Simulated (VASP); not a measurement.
# TaSi (CsCl type): single point with PBEsol

TaSi (CsCl type):

```
Ta Si
1.0
     3.12446    0.00000    0.00000
     0.00000    3.12446    0.00000
     0.00000    0.00000    3.12446
Ta Si
1 1
Direct
  0.00000 0.00000 0.00000
  0.50000 0.50000 0.50000
```

```json
{"Program": "VASP 6.6.1", "Task": "single point", "Functional": "PBEsol", "Potentials or basis": "VASP PAW PBE potentials, release 64 (Ta_pv, Si)", "Cutoff": "520 eV", "k mesh": "14 × 14 × 14", "Occupations": "fermi-dirac, width 0.05 eV", "Spin": "no spin polarisation", "Dipole correction": "no", "Further INCAR settings": "ALGO = Normal; EDIFF = 1e-06; NBANDS = 14"}
```

The pressure is 0.3 GPa.

Levels at points of the mesh, in eV from the Fermi level:
```tsv
k point	band 3	band 4	band 5	band 6	band 7	band 8	band 9	band 10	band 11	band 12
(0.00, 0.00, 0.00)	-33.92	-12.03	-2.87	-2.87	2.40	2.40	2.40	2.88	2.88	2.88
(0.50, 0.00, 0.00)	-33.88	-8.31	-7.38	-1.56	-1.07	-1.07	3.49	5.04	5.38	9.13
(0.50, 0.50, 0.00)	-33.85	-8.30	-3.25	-3.25	-2.98	0.51	0.51	4.87	5.30	5.40
(0.50, 0.50, 0.50)	-34.20	-5.42	-5.42	-5.42	-3.83	3.43	3.43	3.43	5.49	5.49
```

Wall time 11 s on 1 thread of Intel(R) Xeon(R) 6975P-C (Granite Rapids), on a shared host, peak memory 0.17 GiB.

Caveat: the PAW data sets were made with another functional, which shifts forces and pressure a little; spin-orbit coupling is left out, which moves the levels of the heavy elements.
